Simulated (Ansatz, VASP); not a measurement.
**ZrN: VASP beside Ansatz**

```xyz
2
Lattice="0.0000 2.2994 2.2994 2.2994 0.0000 2.2994 2.2994 2.2994 0.0000" Properties=species:S:1:pos:R:3 pbc="T T T"
Zr    0.0000    0.0000    0.0000
N     2.2994    2.2994    2.2994
```

Change from the starting cell: volume scaled by 1.02.

Alike in both runs: task single point; functional LDA; k mesh 9 × 9 × 9; occupations fermi-dirac, width 0.03 eV; no spin polarisation.

|  | VASP | Ansatz |
| --- | --- | --- |
| version | VASP 6.6.1 | Ansatz 0.2.0 |
| potentials or method | VASP PAW LDA potentials, release 64 (Zr_sv, N), cutoff 600 eV | all-electron LAPW, scalar-relativistic |

|  | VASP | Ansatz | Ansatz less VASP |
| --- | --- | --- | --- |
| pressure (GPa) | -11.8 | -12.4 | -0.55 |

LDA's correlation is that of Perdew and Zunger in VASP and of Perdew and Wang (1992) in Ansatz. Ansatz ran all-electron here, and VASP with PAW potentials.
